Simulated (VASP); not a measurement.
# Ba: single point with BLYP

Crystal: Ba.

```
Ba
1.0
     4.36260    0.00000    0.00000
    -2.18130    3.77812    0.00000
     0.00000    0.00000    7.13863
Ba
2
Direct
  0.33333 0.66667 0.25000
  0.66667 0.33333 0.75000
```

This cell differs from its parent crystal: volume scaled by 0.88.

```yaml
Program: VASP 6.6.1
Task: single point
Functional: BLYP
Potentials_or_basis: VASP PAW PBE potentials, release 64 (Ba_sv)
Cutoff: 520 eV
k_mesh: 9 × 9 × 5
Occupations: fermi-dirac, width 0.1 eV
Spin: no spin polarisation
Dipole_correction: no
Further_INCAR_settings: ALGO = Normal; EDIFF = 1e-06; NBANDS = 17
```

```yaml
Pressure: 1.3 GPa
Band_gap_on_the_k_mesh: zero (band 10 reaches 2.61 eV, above the bottom of band 11 at 2.16 eV)
```

Stress tensor (GPa, compression positive):
```
1.33 0.00 0.00
0.00 1.33 0.00
0.00 0.00 1.26
```

Levels at points of the mesh, in eV from the Fermi level:
```
           k point  band 8  band 9  band 10  band 11  band 12  band 13
(0.00, 0.00, 0.00)  -13.82   -2.73    -0.98     1.42     1.70     1.71
```

Run time: 56 s on 1 thread of AMD EPYC 7R43 64-Core Processor (Zen 3), on a shared host, peak memory 0.21 GiB.

Caveat: the PAW data sets were made with another functional, which shifts forces and pressure a little; spin-orbit coupling is left out, which moves the levels of the heavy elements.
